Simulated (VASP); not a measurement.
A run of VASP 6.6.1 is set up as follows.

The input INCAR:

```
SYSTEM = TaN
ALGO = Normal
EDIFF = 1E-7
ENCUT = 520
GGA = PE
GGA_COMPAT = .False.
ISIF = 2
ISMEAR = -1
LASPH = .True.
LCHARG = .False.
LMAXMIX = 4
LORBIT = 11
LORBMOM = .True.
LREAL = .False.
LSORBIT = .True.
LWAVE = .False.
MAGMOM = 0 0 0 0 0 0
NBANDS = 28
NELM = 150
PREC = Accurate
SIGMA = 0.02
```

Contents of KPOINTS:

```
k-points
0
Gamma
  11 11 11
  0 0 0
```

Contents of POSCAR:

```
TaN
1.0
    0.0000000000      2.2088115528      2.2088115528
    2.2088115528      0.0000000000      2.2088115528
    2.2088115528      2.2088115528      0.0000000000
Ta N
1 1
Direct
    0.5000000000      0.5000000000      0.5000000000
    0.0000000000      0.0000000000      0.0000000000
```

Potentials or basis: VASP PAW PBE potentials, release 64 (Ta_pv, N).

Run with:

```sh
$ cat potpaw_PBE.64/Ta_pv/POTCAR potpaw_PBE.64/N/POTCAR > POTCAR
$ mpirun -np 1 vasp_ncl > vasp.out
```

Task: Estimate the net moment.

Result: 0.00 μB per cell.

Task: What does it give for the pressure?

Result: 1.3 GPa.

Moments on the atoms (μB; x, y, z):
```
Ta  0.00 0.00 0.00
N   0.00 0.00 0.00
```
